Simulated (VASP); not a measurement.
# BiTe (P6_3/mmc) in VASP: single point with r2SCAN

Aim: the single point of BiTe with r2SCAN.

Program: VASP 6.6.1. These are calculated values, not measurements. Logs are shortened: lines on timing, memory, paths and dates and some standing lists are left out, and cuts for length are marked.

**1. The cell of the first run**

The structure is hexagonal, space group P6_3/mmc (No. 194). Conventional cell: a = 5.430 Å, b = 5.430 Å, c = 6.487 Å, α = 90.00°, β = 90.00°, γ = 120.00°. Bi (site symmetry -6m2) has 5 Te at 3.14 to 3.24 Å within 4.1 Å. Within 4.1 Å of Te (site symmetry -6m2) lie 5 Bi at 3.14 to 3.24 Å.

**2. Single point, r2SCAN**

File POSCAR:

```
BiTe
1.0
    5.4301243785      0.0000000000      0.0000000000
   -2.7150621892      4.7026256575      0.0000000000
    0.0000000000      0.0000000000      6.4869782359
Bi Te
2 2
Direct
    0.3333333333      0.6666666667      0.2500000000
    0.6666666667      0.3333333333      0.7500000000
    0.3333333333      0.6666666667      0.7500000000
    0.6666666667      0.3333333333      0.2500000000
```

File INCAR.step1:

```
SYSTEM = BiTe
PREC = Accurate
ENCUT = 520
ISMEAR = 0
SIGMA = 0.1
LREAL = .False.
LASPH = .True.
NELM = 60
NBANDS = 29
GGA = PE
ALGO = Normal
EDIFF = 1E-4
LWAVE = .True.
LCHARG = .False.
```

File INCAR.step2:

```
SYSTEM = BiTe
PREC = Accurate
ENCUT = 520
EDIFF = 1E-6
ISMEAR = 0
SIGMA = 0.1
LREAL = .False.
LASPH = .True.
NELM = 60
ALGO = Normal
ISIF = 2
LWAVE = .False.
LCHARG = .False.
METAGGA = R2SCAN
LMIXTAU = .True.
NBANDS = 29
ISTART = 1
```

File KPOINTS:

```
regular mesh
0
Gamma
  12 12 8
  0 0 0
```

Potentials or basis: VASP PAW PBE potentials, release 64 (Bi_d, Te).

On the command line:

```console
> cat potpaw_PBE.64/Bi_d/POTCAR potpaw_PBE.64/Te/POTCAR > POTCAR
> cp INCAR.step1 INCAR
> mpirun -np 1 vasp_std > vasp.out
> cp INCAR.step2 INCAR
> mpirun -np 1 vasp_std > vasp.out
```

OUTCAR:

```text
SYSTEM = BiTe
   PREC = Accurate
   ENCUT = 520
   EDIFF = 1E-6
   ISMEAR = 0
   LREAL = .False.
   LASPH = .True.
   NELM = 60
   ISIF = 2
   METAGGA = R2SCAN
   ISTART = 1

 ion  position               nearest neighbor table
   1  0.333  0.667  0.250-   4 3.14   4 3.14   4 3.14   3 3.24   3 3.24
   2  0.667  0.333  0.750-   3 3.14   3 3.14   3 3.14   4 3.24   4 3.24
   3  0.333  0.667  0.750-   2 3.14   2 3.14   2 3.14   1 3.24   1 3.24
   4  0.667  0.333  0.250-   1 3.14   1 3.14   1 3.14   2 3.24   2 3.24

  LATTYP: Found a hexagonal cell.
 ALAT       =     5.4301243785
 C/A-ratio  =     1.1946279282

  Lattice vectors:

 A1 = (   5.4301243785,   0.0000000000,   0.0000000000)
 A2 = (  -2.7150621892,   4.7026256575,   0.0000000000)
 A3 = (   0.0000000000,   0.0000000000,   6.4869782359)

Analysis of symmetry for initial positions (statically):
=====================================================================
 Subroutine PRICEL returns:
 Original cell was already a primitive cell.

 Routine SETGRP: Setting up the symmetry group for a
 hexagonal supercell.

 Subroutine GETGRP returns: Found 24 space group operations
 (whereof 12 operations were pure point group operations)
 out of a pool of 24 trial point group operations.

The static configuration has the point symmetry D_3d.
 The point group associated with its full space group is D_6h.

Analysis of symmetry for dynamics (positions and initial velocities):
=====================================================================
 Subroutine PRICEL returns:
 Original cell was already a primitive cell.

 Routine SETGRP: Setting up the symmetry group for a
 hexagonal supercell.

 Subroutine GETGRP returns: Found 24 space group operations
 (whereof 12 operations were pure point group operations)
 out of a pool of 24 trial point group operations.

The dynamic configuration has the point symmetry D_3d.
 The point group associated with its full space group is D_6h.

 Subroutine INISYM returns: Found 24 space group operations
 (whereof 12 operations are pure point group operations),
 and found     1 'primitive' translations

----------------------------------------------------------------------------------------

                                     Primitive cell

  volume of cell :     165.6505

  direct lattice vectors                    reciprocal lattice vectors
     5.430124379  0.000000000  0.000000000     0.184157844  0.106323581  0.000000000
    -2.715062189  4.702625657  0.000000000     0.000000000  0.212647162  0.000000000
     0.000000000  0.000000000  6.486978236     0.000000000  0.000000000  0.154154980

  length of vectors
     5.430124379  5.430124378  6.486978236     0.212647162  0.212647162  0.154154980

  position of ions in fractional coordinates (direct lattice)
     0.333333333  0.666666667  0.250000000
     0.666666667  0.333333333  0.750000000
     0.333333333  0.666666667  0.750000000
     0.666666667  0.333333333  0.250000000

  ion indices of the primitive-cell ions
   primitive index   ion index
                 1           1
                 2           2
                 3           3
                 4           4

----------------------------------------------------------------------------------------

 KPOINTS: regular mesh

Automatic generation of k-mesh.
 Grid dimensions read from file:
 generate k-points for:   12   12    8

 Generating k-lattice:

  Cartesian coordinates                     Fractional coordinates (reciprocal lattice)
     0.015346487  0.008860298  0.000000000     0.083333333  0.000000000  0.000000000
     0.000000000  0.017720597  0.000000000     0.000000000  0.083333333  0.000000000
     0.000000000  0.000000000  0.019269372     0.000000000  0.000000000  0.125000000

  Length of vectors
     0.017720597  0.017720597  0.019269372

  Shift w.r.t. Gamma in fractional coordinates (k-lattice)
     0.000000000  0.000000000  0.000000000

 Subroutine IBZKPT returns following result:
 ===========================================

 Found     95 irreducible k-points:

 Following reciprocal coordinates:
            Coordinates               Weight
  0.000000  0.000000  0.000000      1.000000
  0.083333 -0.000000  0.000000      6.000000
  0.166667 -0.000000  0.000000      6.000000
  0.250000  0.000000  0.000000      6.000000
  0.333333 -0.000000  0.000000      6.000000
  0.416667  0.000000  0.000000      6.000000
[... 16 lines left out ...]
  0.250000  0.000000  0.125000     12.000000
  0.333333 -0.000000  0.125000     12.000000
 [... further k-points ...]
   k-points           NKPTS =     95   k-points in BZ     NKDIM =     95   number of bands    NBANDS=     29
   number of dos      NEDOS =    301   number of ions     NIONS =      4
   total plane-waves  NPLWV =  76800
   dimension x,y,z NGX =    40 NGY =   40 NGZ =   48
   dimension x,y,z NGXF=    80 NGYF=   80 NGZF=   96
   ions per type =               2   2
   NGX,Y,Z   is equivalent  to a cutoff of  12.25, 12.25, 12.30 a.u.
   NGXF,Y,Z  is equivalent  to a cutoff of  24.49, 24.49, 24.60 a.u.
 SYSTEM =  BiTe
   PREC   = accura    normal or accurate (medium, high low for compatibility)
   ISTART =      1    job   : 0-new  1-cont  2-samecut
   ICHARG =      0    charge: 1-file 2-atom 10-const
   ISPIN  =      1    spin polarized calculation?
   LNONCOLLINEAR =      F non collinear calculations
   LSORBIT =      F    spin-orbit coupling
   LASPH  =      T    aspherical Exc in radial PAW
   ENCUT  =  520.0 eV  38.22 Ry    6.18 a.u.  10.10 10.10 12.06*2*pi/ulx,y,z
   NELM   =     60;   NELMIN=  2; NELMDL=  0     # of ELM steps
   EDIFF  = 0.1E-05   stopping-criterion for ELM
   LREAL  =      F    real-space projection
   EDIFFG = 0.1E-04   stopping-criterion for IOM
   NSW    =      0    number of steps for IOM
   IBRION =     -1    ionic relax: 0-MD 1-quasi-New 2-CG
   NFREE  =      0    steps in history (QN), initial steepest desc. (CG)
   ISIF   =      2    stress and relaxation
   ISYM   =      2    0-nonsym 1-usesym 2-fastsym
   POTIM  = 0.5000    time-step for ionic-motion
   TEBEG  =    0.0;   TEEND  =   0.0 temperature during run
   PSTRESS=    0.0 pullay stress
   NELECT =      42.0000    total number of electrons
   NUPDOWN=      -1.0000    fix difference up-down
   EMIN   =  10.00;   EMAX   =-10.00  energy-range for DOS
   EFERMI =   0.00;   METHOD = LEGACY
   ISMEAR =     0;   SIGMA  =   0.10  broadening in eV -4-tet -1-fermi 0-gaus
   EFERMI_NEDOS =   21; number of points for ismear=-14 and -15
   IALGO  =     38    algorithm
   IMIX   =      4    mixing-type and parameters
     AMIX     =   0.40;   BMIX     =  1.00
     AMIX_MAG =   1.60;   BMIX_MAG =  1.00
  volume/ion in A,a.u.               =      41.41       279.47
  Fermi-wavevector in a.u.,A,eV,Ry     =   1.036161  1.958060 14.607605  1.073629
  Thomas-Fermi vector in A             =   2.170538
   LORBIT       =      0    0 simple, 1 ext, 2 COOP (PROOUT), +10 PAW based schemes
   METAGGA = R2SCAN    functional components
   LHFCALC =     F    Hartree Fock is set to
   AEXX    =    0.0000 exact exchange contribution
   IVDW    =     0    specifies the selected vdW correction
   LEPSILON=     F    determine dielectric tensor
   LRPA    =     F    only Hartree local field effects (RPA)
 non-spin polarized calculation
 Gauss-broadening in eV      SIGMA  =   0.10
  energy-cutoff  :      520.00
  volume of cell :      165.65
 maximum number of plane-waves:      4488
   NGX = 21   NGY = 21   NGZ = 25

 number of electron      42.0000003 magnetization

 Free energy of the ion-electron system (eV)
  ---------------------------------------------------
  ext. energy  EPLUGINS =         0.00000000
  ---------------------------------------------------
  free energy    TOTEN  =      -167.28764841 eV

  energy without entropy =     -167.26818060  energy(sigma->0) =     -167.27791451

 E-fermi :   4.8001     XC(G=0):  -8.8264

 val. band max:        4.7999167853   @ k =   0.3333   0.2500   0.3750
 cond. band min:       4.8085156180   @ k =   0.2500   0.0000   0.3750
 fundamental gap:      0.0085988327
 Fermi energy:         4.8001321397

 k-point     1 :       0.0000    0.0000    0.0000
  band No.  band energies     occupation
      1     -19.3159      2.00000
      2     -19.3159      2.00000
      3     -19.3155      2.00000
      4     -19.3155      2.00000
      5     -19.2618      2.00000
      6     -19.2593      2.00000
[... 21 lines left out ...]
     28       9.4938      0.00000
     29       9.7713      0.00000

 k-point     2 :       0.0833   -0.0000    0.0000
  band No.  band energies     occupation
      1     -19.3162      2.00000
      2     -19.3160      2.00000
      3     -19.3154      2.00000
      4     -19.3152      2.00000
      5     -19.2613      2.00000
      6     -19.2594      2.00000
[... 21 lines left out ...]
     28       9.4972      0.00000
     29       9.7029      0.00000

 k-point     3 :       0.1667   -0.0000    0.0000
  band No.  band energies     occupation
      1     -19.3168      2.00000
      2     -19.3159      2.00000
      3     -19.3155      2.00000
      4     -19.3145      2.00000
      5     -19.2601      2.00000
      6     -19.2596      2.00000
[... 21 lines left out ...]
     28       9.3198      0.00000
     29       9.6284      0.00000

 k-point     4 :       0.2500    0.0000    0.0000
  band No.  band energies     occupation
      1     -19.3175      2.00000
      2     -19.3157      2.00000
      3     -19.3156      2.00000
      4     -19.3137      2.00000
      5     -19.2599      2.00000
      6     -19.2586      2.00000
[... 597 lines left out ...]
     28       9.3975      0.00000
     29       9.6417      0.00000

 k-point    23 :       0.2500    0.0000    0.1250
  band No.  band energies     occupation
      1     -19.3174      2.00000
      2     -19.3157      2.00000
      3     -19.3155      2.00000
      4     -19.3139      2.00000
      5     -19.2595      2.00000
      6     -19.2583      2.00000
[... 21 lines left out ...]
     28       9.4028      0.00000
     29       9.6686      0.00000

 k-point    24 :       0.3333   -0.0000    0.1250
  band No.  band energies     occupation
      1     -19.3180      2.00000
      2     -19.3159      2.00000
      3     -19.3152      2.00000
      4     -19.3131      2.00000
      5     -19.2598      2.00000
      6     -19.2580      2.00000
[... 21 lines left out ...]
     28       9.1644      0.00000
     29       9.9134      0.00000

 [... further k-points ...]

------------------------ aborting loop because EDIFF is reached ----------------------------------------

  FORCE on cell =-STRESS in cart. coord.  units (eV):
  Direction    XX          YY          ZZ          XY          YZ          ZX
  --------------------------------------------------------------------------------------
  -------------------------------------------------------------------------------------
  Total       -0.0354810     -0.0354810     -0.0308300     -0.0000000      0.0000000      0.0000000
  in kB       -0.3431734     -0.3431734     -0.2981888     -0.0000000      0.0000000      0.0000000
  external PRESSURE =      -0.3281785 kB  Pullay stress =       0.0000000 kB

 VOLUME and BASIS-vectors are now :
 -----------------------------------------------------------------------------
  energy-cutoff  :      520.00
  volume of cell :      165.65
      direct lattice vectors                 reciprocal lattice vectors
     5.430124379  0.000000000  0.000000000     0.184157844  0.106323581  0.000000000
    -2.715062189  4.702625657  0.000000000     0.000000000  0.212647162  0.000000000
     0.000000000  0.000000000  6.486978236     0.000000000  0.000000000  0.154154980

 POSITION                                       TOTAL-FORCE (eV/Angst)
 -----------------------------------------------------------------------------------
     -0.00000      3.13508      1.62174         0.000000      0.000000     -0.000000
      2.71506      1.56754      4.86523        -0.000000     -0.000000      0.000000
     -0.00000      3.13508      4.86523        -0.000000      0.000000      0.000000
      2.71506      1.56754      1.62174         0.000000     -0.000000      0.000000
 -----------------------------------------------------------------------------------
    total drift:                               -0.000000      0.000000     -0.000000

  FREE ENERGIE OF THE ION-ELECTRON SYSTEM (eV)
  ---------------------------------------------------
  free  energy   TOTEN  =      -167.2876484117 eV

  energy  without entropy=     -167.2681805993  energy(sigma->0) =     -167.27791451
```

Run time: 9 min. Hardware: 1 thread of Intel Xeon 6975P-C (Granite Rapids), shared host; peak memory 0.57 GiB.

What came out:

| Quantity | Value |
| --- | --- |
| Free energy | -167.2876 eV |
| Pressure | 0.0 GPa |
| Band gap on the k mesh | zero (bands 21 and 22 overlap by 1.38 eV) |

Caveat: the PAW data sets were made with another functional, which shifts forces and pressure a little; spin-orbit coupling is left out, which moves the levels of the heavy elements.
